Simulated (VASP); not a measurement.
Runs of VASP 6.6.1 on MoS. The structure is that of space group P3m1 (No. 156), or close to it. The cells are those of the table. 

| spin | cell | k mesh | dipole correction | gap on the mesh (eV) | largest force (eV/Å) |
| --- | --- | --- | --- | --- | --- |
| off | a = 3.143, b = 3.143, c = 21.283 Å, angles 90.0, 90.0, 120.0°, 4 atoms | 9 × 9 × 1 | yes | none | 1.21 |
| collinear, ferromagnetic start | a = 3.143, b = 3.143, c = 21.283 Å, angles 90.0, 90.0, 120.0°, 4 atoms | 9 × 9 × 1 | yes | none | 1.21 |
| off | a = 3.143, b = 3.143, c = 21.283 Å, angles 90.0, 90.0, 120.0°, 4 atoms | 9 × 9 × 1 | no | none | 1.21 |
| off | a = 3.143, b = 3.143, c = 14.283 Å, angles 90.0, 90.0, 120.0°, 4 atoms | 9 × 9 × 1 | no | none | 1.20 |
| off | a = 3.143, b = 3.143, c = 21.283 Å, angles 90.0, 90.0, 120.0°, 4 atoms | 4 × 4 × 1 | yes | none | (a) |
| off | a = 3.143, b = 3.143, c = 16.283 Å, angles 90.0, 90.0, 120.0°, 4 atoms | 9 × 9 × 1 | yes | none | 1.21 |

Alike in all rows: task single point; level PBEsol; potentials or basis VASP PAW PBE potentials, release 64 (Mo_sv, S); cutoff (eV) 520; smearing gaussian 0.05 eV.

Question: Fill in the values left out.

Answer: (a) 1.39.

Caveats: some runs use coarse meshes; the PAW data sets were made with another functional, which shifts forces and pressure a little.

A k mesh can miss the band edges, and the runs leave out spin-orbit coupling on Mo.

A gap of «none» marks levels without a gap at the run's occupations.
